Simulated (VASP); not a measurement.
A run of VASP 6.6.1:

INCAR

```
PREC     = Accurate       # precision mode
ENCUT    = 520            # plane-wave cutoff, eV
EDIFF    = 1E-7           # SCF threshold, eV
ISMEAR   = -1             # smearing method
SIGMA    = 0.1            # smearing width, eV
LREAL    = F              # projectors in reciprocal space
LASPH    = T              # aspherical terms in the spheres
NELM     = 150            # most SCF steps
ALGO     = Normal         # electronic algorithm
ISIF     = 2              # what is computed and relaxed
LWAVE    = F              # write WAVECAR
LCHARG   = F              # write CHGCAR
ISPIN    = 2              # spin polarisation
MAGMOM   = 1 0            # initial moments
LORBIT   = 11             # projections on sites
NUPDOWN  = 1.0            # fixed moment
LMAXMIX  = 4              # l up to which the mixer works
GGA      = RP             # functional
IVDW     = 12             # dispersion correction
NBANDS   = 18             # bands
```

KPOINTS

```
regular mesh
0
Gamma
  10 10 10
```

File POSCAR:

```
HfC
1.0
    0.0000000000      2.3555956139      2.3555956139
    2.3555956139      0.0000000000      2.3555956139
    2.3555956139      2.3555956139      0.0000000000
Hf C
1 1
Direct
    0.5000000000      0.5000000000      0.5000000000
    0.0000000000      0.0000000000      0.0000000000
```

Potentials or basis: VASP PAW PBE potentials, release 64 (Hf_pv, C).

The run is started by

```console
$ cat potpaw_PBE.64/Hf_pv/POTCAR potpaw_PBE.64/C/POTCAR > POTCAR
$ mpirun -np 1 vasp_std > vasp.out
```

Hardware: 1 thread of AMD EPYC 9R45 96-Core Processor (Zen 5), with other jobs on the host.

Q: How long does it take, and how much memory?

A: Wall time 30 s on 1 thread of AMD EPYC 9R45 96-Core Processor (Zen 5), on a shared host, peak memory 0.17 GiB. Counts: scf iterations 14, k points 47.
